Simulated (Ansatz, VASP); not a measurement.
## SiC4: VASP beside Ansatz

```
Si C
1.0
    -2.06740    2.06740    3.76972
     2.06740   -2.06740    3.76972
     2.06740    2.06740   -3.76972
Si C
1 4
Direct
  0.50000 0.50000 0.00000
  0.82323 0.82323 0.64646
  0.17677 0.17677 0.35354
  0.82323 0.17677 0.00000
  0.17677 0.82323 0.00000
```

Alike in both runs: functional PBE; k mesh 12 × 12 × 12; occupations gaussian, width 0.1 eV; no spin polarisation.

Ansatz relaxed the structure, and its values are those at the end. VASP's run is a single point on that final structure, the one shown.

|  | VASP | Ansatz |
| --- | --- | --- |
| version | VASP 6.6.1 | Ansatz 0.2.0 |
| potentials or method | VASP PAW PBE potentials, release 64 (Si, C_h), cutoff 1300 eV | scalar-relativistic, plane waves, PAW |
| valence electrons in the cell | 20 | 20 |

VASP gave:

- gap on the k mesh at the Fermi level (eV): none
- pressure (GPa): -0.1
- rms of the force components (eV/Å): 0.004

Question: What did Ansatz give for the same quantities?

Answer: gap on the k mesh at the Fermi level (eV): none; pressure (GPa): 0.0; rms of the force components (eV/Å): 0.000.

A gap of «none» marks a metal or a gap that the smearing closes.
